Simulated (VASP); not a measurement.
Wanted: the native input for a VASP 6.6.1 run.

```
Task                   : single point
Functional             : PBE
Potentials or basis    : VASP PAW PBE potentials, release 64 (Pb_d, O)
Cutoff                 : 520 eV
k mesh                 : 8 × 8 × 6
Occupations            : gaussian, width 0.05 eV
Spin                   : no spin polarisation
Dipole correction      : no
Further INCAR settings : ALGO = Normal; EDIFF = 1e-06; NBANDS = 28
```

The structure of PbO lies in POSCAR:

```
PbO
1.0
    3.7756800000      0.0000000000      0.0000000000
    0.0000000000      3.7756800000      0.0000000000
    0.0000000000      0.0000000000      4.8964500000
Pb O
2 2
Direct
    0.0000000000      0.5000000000      0.2351000000
    0.5000000000      0.0000000000      0.7649000000
    0.0000000000      0.0000000000      0.0000000000
    0.5000000000      0.5000000000      0.0000000000
```

This cell differs from its parent crystal: strain -0.050 along x and y, -0.025 along z.

These files were run (other wordings do the same):

INCAR

```
PREC = Accurate ; ENCUT = 520
EDIFF = 1E-6 ; ISMEAR = 0
SIGMA = 0.05 ; LREAL = False
LASPH = True ; NELM = 100
ALGO = Normal ; ISIF = 2
LWAVE = False ; LCHARG = False
GGA = PE ; NBANDS = 28
```

KPOINTS

```
regular mesh
0
Gamma
  8 8 6
```

Potentials or basis: VASP PAW PBE potentials, release 64 (Pb_d, O).

Run with:

```bash
$ cat potpaw_PBE.64/Pb_d/POTCAR potpaw_PBE.64/O/POTCAR > POTCAR
$ mpirun -np 1 vasp_std > vasp.out
```

It gave:

The pressure is 21.3 GPa. The largest force is 2.597 eV/Å and the band gap on the k mesh is 0.90 eV, indirect (least direct gap 2.54 eV).

Caveat: the cell differs from its parent crystal (strain -0.050 along x and y, -0.025 along z); spin-orbit coupling is left out, which moves the levels of the heavy elements; forces of over 1 eV/Å act on the atoms, so gaps and moduli don't describe the material at rest.

Wall time 35 s on 1 thread of Intel(R) Xeon(R) 6975P-C (Granite Rapids) (shared host), peak memory 0.23 GiB.
